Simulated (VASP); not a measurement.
# Na5Os3 (Im-3m) in VASP: single point with PBE

Aim: the single point of Na5Os3 with PBE.

Program: VASP 6.6.1. These are calculated values, not measurements. Logs are shortened: lines on timing, memory, paths and dates and some standing lists are left out, and cuts for length are marked.

## 1. The cell of the first run

Symmetry: Im-3m, No. 229, cubic system. The conventional cell has a = 6.575 Å, b = 6.575 Å, c = 6.575 Å, α = 90.00°, β = 90.00°, γ = 90.00°. Within 3.8 Å of Na (site symmetry m-3m) lie 8 Na at 2.85 Å and 6 Os at 3.29 Å. Na (site symmetry -3m) has 8 Na at 2.85 to 3.29 Å and 6 Os at 2.85 Å within 3.8 Å. Within 3.8 Å of Os (site symmetry 4/mmm) lie 10 Na at 2.85 to 3.29 Å and 4 Os at 3.29 Å.

## 2. Single point, PBE

The input, INCAR:

```
SYSTEM = Na5Os3
ALGO = Fast
EDIFF = 1E-7
ENCUT = 520
GGA = PE
ISIF = 2
ISMEAR = 0
LASPH = .TRUE.
LCHARG = .FALSE.
LREAL = .FALSE.
LWAVE = .FALSE.
NBANDS = 40
NELM = 60
PREC = Accurate
SIGMA = 0.1
```

The input, KPOINTS:

```
k-points
0
G
  4 4 4
  0 0 0
```

The input, POSCAR:

```
Na5Os3
1.0
   -3.2875951900      3.2875951900      3.2875951900
    3.2875951900     -3.2875951900      3.2875951900
    3.2875951900      3.2875951900     -3.2875951900
Na Os
5 3
Direct
    0.0000000000      0.0000000000      0.0000000000
    0.0000000000      0.0000000000      0.5000000000
    0.0000000000      0.5000000000      0.0000000000
    0.5000000000      0.0000000000      0.0000000000
    0.5000000000      0.5000000000      0.5000000000
    0.0000000000      0.5000000000      0.5000000000
    0.5000000000      0.5000000000      0.0000000000
    0.5000000000      0.0000000000      0.5000000000
```

Potentials or basis: VASP PAW PBE potentials, release 64 (Na_pv, Os).

Started as:

```console
cat potpaw_PBE.64/Na_pv/POTCAR potpaw_PBE.64/Os/POTCAR > POTCAR
mpirun -np 1 vasp_std > vasp.out
```

OUTCAR:

```text
SYSTEM = Na5Os3
   EDIFF = 1E-7
   ENCUT = 520
   GGA = PE
   ISIF = 2
   ISMEAR = 0
   LASPH = .TRUE.
   LREAL = .FALSE.
   NELM = 60
   PREC = Accurate

 ion  position               nearest neighbor table
   1  0.000  0.000  0.000-
   2  0.000  0.000  0.500-   6 2.85   7 2.85   8 2.85   6 2.85   8 2.85   7 2.85
   3  0.000  0.500  0.000-   6 2.85   7 2.85   8 2.85   6 2.85   7 2.85   8 2.85
   4  0.500  0.000  0.000-   6 2.85   7 2.85   8 2.85   8 2.85   7 2.85   6 2.85
   5  0.500  0.500  0.500-   6 2.85   7 2.85   8 2.85   7 2.85   8 2.85   6 2.85
   6  0.000  0.500  0.500-   2 2.85   3 2.85   4 2.85   5 2.85   3 2.85   2 2.85   5 2.85   4 2.85
                             7 3.29   7 3.29   8 3.29   8 3.29
   7  0.500  0.500  0.000-   2 2.85   3 2.85   4 2.85   5 2.85   5 2.85   4 2.85   3 2.85   2 2.85
                             8 3.29   6 3.29   6 3.29   8 3.29
   8  0.500  0.000  0.500-   2 2.85   3 2.85   4 2.85   5 2.85   4 2.85   5 2.85   2 2.85   3 2.85
                             7 3.29   6 3.29   6 3.29   7 3.29

  LATTYP: Found a body centered cubic cell.
 ALAT       =     6.5751903800

  Lattice vectors:

 A1 = (  -3.2875951900,   3.2875951900,   3.2875951900)
 A2 = (   3.2875951900,  -3.2875951900,   3.2875951900)
 A3 = (   3.2875951900,   3.2875951900,  -3.2875951900)

Analysis of symmetry for initial positions (statically):
=====================================================================
 Subroutine PRICEL returns:
 Original cell was already a primitive cell.

 Routine SETGRP: Setting up the symmetry group for a
 body centered cubic supercell.

 Subroutine GETGRP returns: Found 48 space group operations
 (whereof 48 operations were pure point group operations)
 out of a pool of 48 trial point group operations.

The static configuration has the point symmetry O_h .

Analysis of symmetry for dynamics (positions and initial velocities):
=====================================================================
 Subroutine PRICEL returns:
 Original cell was already a primitive cell.

 Routine SETGRP: Setting up the symmetry group for a
 body centered cubic supercell.

 Subroutine GETGRP returns: Found 48 space group operations
 (whereof 48 operations were pure point group operations)
 out of a pool of 48 trial point group operations.

The dynamic configuration has the point symmetry O_h .

 Subroutine INISYM returns: Found 48 space group operations
 (whereof 48 operations are pure point group operations),
 and found     1 'primitive' translations

----------------------------------------------------------------------------------------

                                     Primitive cell

  volume of cell :     142.1330

  direct lattice vectors                    reciprocal lattice vectors
    -3.287595190  3.287595190  3.287595190     0.000000000  0.152086851  0.152086851
     3.287595190 -3.287595190  3.287595190     0.152086851  0.000000000  0.152086851
     3.287595190  3.287595190 -3.287595190     0.152086851  0.152086851  0.000000000

  length of vectors
     5.694281904  5.694281904  5.694281904     0.215083287  0.215083287  0.215083287

  position of ions in fractional coordinates (direct lattice)
     0.000000000  0.000000000  0.000000000
     0.000000000  0.000000000  0.500000000
     0.000000000  0.500000000  0.000000000
     0.500000000  0.000000000  0.000000000
     0.500000000  0.500000000  0.500000000
     0.000000000  0.500000000  0.500000000
     0.500000000  0.500000000  0.000000000
     0.500000000  0.000000000  0.500000000

  ion indices of the primitive-cell ions
   primitive index   ion index
                 1           1
                 2           2
                 3           3
                 4           4
                 5           5
                 6           6
                 7           7
                 8           8

----------------------------------------------------------------------------------------

 KPOINTS: k-points

Automatic generation of k-mesh.
 Grid dimensions read from file:
 generate k-points for:    4    4    4

 Generating k-lattice:

  Cartesian coordinates                     Fractional coordinates (reciprocal lattice)
     0.000000000  0.038021713  0.038021713     0.250000000  0.000000000  0.000000000
     0.038021713  0.000000000  0.038021713     0.000000000  0.250000000  0.000000000
     0.038021713  0.038021713  0.000000000     0.000000000  0.000000000  0.250000000

  Length of vectors
     0.053770822  0.053770822  0.053770822

  Shift w.r.t. Gamma in fractional coordinates (k-lattice)
     0.000000000  0.000000000  0.000000000

 Subroutine IBZKPT returns following result:
 ===========================================

 Found      8 irreducible k-points:

 Following reciprocal coordinates:
            Coordinates               Weight
  0.000000  0.000000  0.000000      1.000000
  0.250000  0.000000  0.000000     12.000000
  0.500000  0.000000  0.000000      6.000000
  0.250000  0.250000  0.000000     24.000000
  0.250000  0.250000  0.250000      2.000000
 -0.250000  0.250000  0.250000      6.000000
  0.500000  0.500000  0.250000     12.000000
  0.500000  0.500000  0.500000      1.000000
   k-points           NKPTS =      8   k-points in BZ     NKDIM =      8   number of bands    NBANDS=     40
   number of dos      NEDOS =    301   number of ions     NIONS =      8
   total plane-waves  NPLWV =  74088
   dimension x,y,z NGX =    42 NGY =   42 NGZ =   42
   dimension x,y,z NGXF=    84 NGYF=   84 NGZF=   84
   ions per type =               5   3
   NGX,Y,Z   is equivalent  to a cutoff of  12.26, 12.26, 12.26 a.u.
   NGXF,Y,Z  is equivalent  to a cutoff of  24.52, 24.52, 24.52 a.u.
 SYSTEM =  Na5Os3
   PREC   = accura    normal or accurate (medium, high low for compatibility)
   ISTART =      0    job   : 0-new  1-cont  2-samecut
   ICHARG =      2    charge: 1-file 2-atom 10-const
   ISPIN  =      1    spin polarized calculation?
   LNONCOLLINEAR =      F non collinear calculations
   LSORBIT =      F    spin-orbit coupling
   LASPH  =      T    aspherical Exc in radial PAW
   ENCUT  =  520.0 eV  38.22 Ry    6.18 a.u.  10.59 10.59 10.59*2*pi/ulx,y,z
   NELM   =     60;   NELMIN=  2; NELMDL= -5     # of ELM steps
   EDIFF  = 0.1E-06   stopping-criterion for ELM
   LREAL  =      F    real-space projection
   EDIFFG = 0.1E-05   stopping-criterion for IOM
   NSW    =      0    number of steps for IOM
   IBRION =     -1    ionic relax: 0-MD 1-quasi-New 2-CG
   NFREE  =      0    steps in history (QN), initial steepest desc. (CG)
   ISIF   =      2    stress and relaxation
   ISYM   =      2    0-nonsym 1-usesym 2-fastsym
   POTIM  = 0.5000    time-step for ionic-motion
   TEBEG  =    0.0;   TEEND  =   0.0 temperature during run
   PSTRESS=    0.0 pullay stress
   NELECT =      59.0000    total number of electrons
   NUPDOWN=      -1.0000    fix difference up-down
   EMIN   =  10.00;   EMAX   =-10.00  energy-range for DOS
   EFERMI =   0.00;   METHOD = LEGACY
   ISMEAR =     0;   SIGMA  =   0.10  broadening in eV -4-tet -1-fermi 0-gaus
   EFERMI_NEDOS =   21; number of points for ismear=-14 and -15
   IALGO  =     68    algorithm
   IMIX   =      4    mixing-type and parameters
     AMIX     =   0.40;   BMIX     =  1.00
     AMIX_MAG =   1.60;   BMIX_MAG =  1.00
  volume/ion in A,a.u.               =      17.77       119.90
  Fermi-wavevector in a.u.,A,eV,Ry     =   1.221220  2.307771 20.291427  1.491378
  Thomas-Fermi vector in A             =   2.356410
   LORBIT       =      0    0 simple, 1 ext, 2 COOP (PROOUT), +10 PAW based schemes
   GGA     = PE    functional components
   LHFCALC =     F    Hartree Fock is set to
   AEXX    =    0.0000 exact exchange contribution
   IVDW    =     0    specifies the selected vdW correction
   LEPSILON=     F    determine dielectric tensor
   LRPA    =     F    only Hartree local field effects (RPA)
 non-spin polarized calculation
 RMM-DIIS sequential band-by-band and
 Gauss-broadening in eV      SIGMA  =   0.10
  energy-cutoff  :      520.00
  volume of cell :      142.13
 maximum number of plane-waves:      3884
   NGX = 21   NGY = 21   NGZ = 21

 number of electron      58.9999915 magnetization

 Free energy of the ion-electron system (eV)
  ---------------------------------------------------
  ext. energy  EPLUGINS =         0.00000000
  ---------------------------------------------------
  free energy    TOTEN  =       -27.78203911 eV

  energy without entropy =      -27.74165741  energy(sigma->0) =      -27.76184826

 E-fermi :   3.1534     XC(G=0): -10.2606

 val. band max:        3.0667285387   @ k =   0.2500   0.2500   0.0000
 cond. band min:       3.2144802824   @ k =   0.5000   0.5000   0.2500
 fundamental gap:      0.1477517438
 Fermi energy:         3.1533810483

 k-point     1 :       0.0000    0.0000    0.0000
  band No.  band energies     occupation
      1     -21.1006      2.00000
      2     -21.1006      2.00000
      3     -21.1005      2.00000
      4     -19.6723      2.00000
      5     -19.6723      2.00000
      6     -19.6723      2.00000
[... 32 lines left out ...]
     39       6.0808      0.00000
     40       8.8465      0.00000

 k-point     2 :       0.2500    0.0000    0.0000
  band No.  band energies     occupation
      1     -21.1007      2.00000
      2     -21.0974      2.00000
      3     -21.0947      2.00000
      4     -19.6778      2.00000
      5     -19.6710      2.00000
      6     -19.6653      2.00000
[... 247 lines left out ...]
     39       8.9270      0.00000
     40      11.4638      0.00000

 k-point     8 :       0.5000    0.5000    0.5000
  band No.  band energies     occupation
      1     -21.0880      2.00000
      2     -21.0880      2.00000
      3     -21.0880      2.00000
      4     -19.7179      2.00000
      5     -19.6621      2.00000
      6     -19.6621      2.00000
[... 32 lines left out ...]
     39       7.8445      0.00000
     40      10.7704      0.00000

------------------------ aborting loop because EDIFF is reached ----------------------------------------

  FORCE on cell =-STRESS in cart. coord.  units (eV):
  Direction    XX          YY          ZZ          XY          YZ          ZX
  --------------------------------------------------------------------------------------
  -------------------------------------------------------------------------------------
  Total        2.1355611      2.1355611      2.1355611     -0.0000000     -0.0000000      0.0000000
  in kB       24.0728536     24.0728536     24.0728536     -0.0000000     -0.0000000      0.0000000
  external PRESSURE =      24.0728536 kB  Pullay stress =       0.0000000 kB

 VOLUME and BASIS-vectors are now :
 -----------------------------------------------------------------------------
  energy-cutoff  :      520.00
  volume of cell :      142.13
      direct lattice vectors                 reciprocal lattice vectors
    -3.287595190  3.287595190  3.287595190     0.000000000  0.152086851  0.152086851
     3.287595190 -3.287595190  3.287595190     0.152086851  0.000000000  0.152086851
     3.287595190  3.287595190 -3.287595190     0.152086851  0.152086851  0.000000000

 POSITION                                       TOTAL-FORCE (eV/Angst)
 -----------------------------------------------------------------------------------
      0.00000      0.00000      0.00000         0.000000     -0.000000     -0.000000
      1.64380      1.64380     -1.64380        -0.000000      0.000000     -0.000000
      1.64380     -1.64380      1.64380         0.000000     -0.000000     -0.000000
     -1.64380      1.64380      1.64380        -0.000000     -0.000000      0.000000
      1.64380      1.64380      1.64380         0.000000      0.000000      0.000000
      3.28760      0.00000      0.00000        -0.000000     -0.000000     -0.000000
      0.00000      0.00000      3.28760         0.000000     -0.000000     -0.000000
      0.00000      3.28760      0.00000         0.000000     -0.000000      0.000000
 -----------------------------------------------------------------------------------
    total drift:                               -0.000000     -0.000000      0.000000

  FREE ENERGIE OF THE ION-ELECTRON SYSTEM (eV)
  ---------------------------------------------------
  free  energy   TOTEN  =       -27.7820391102 eV

  energy  without entropy=      -27.7416574066  energy(sigma->0) =      -27.76184826
```

Wall time 49 s (1 thread of AMD EPYC 7R13 (Zen 3), shared host); peak memory 0.23 GiB.

What came out:

```yaml
Free_energy: -27.7820 eV
Pressure: 2.4 GPa
```

Caveat: spin-orbit coupling is left out, which moves the levels of the heavy elements.
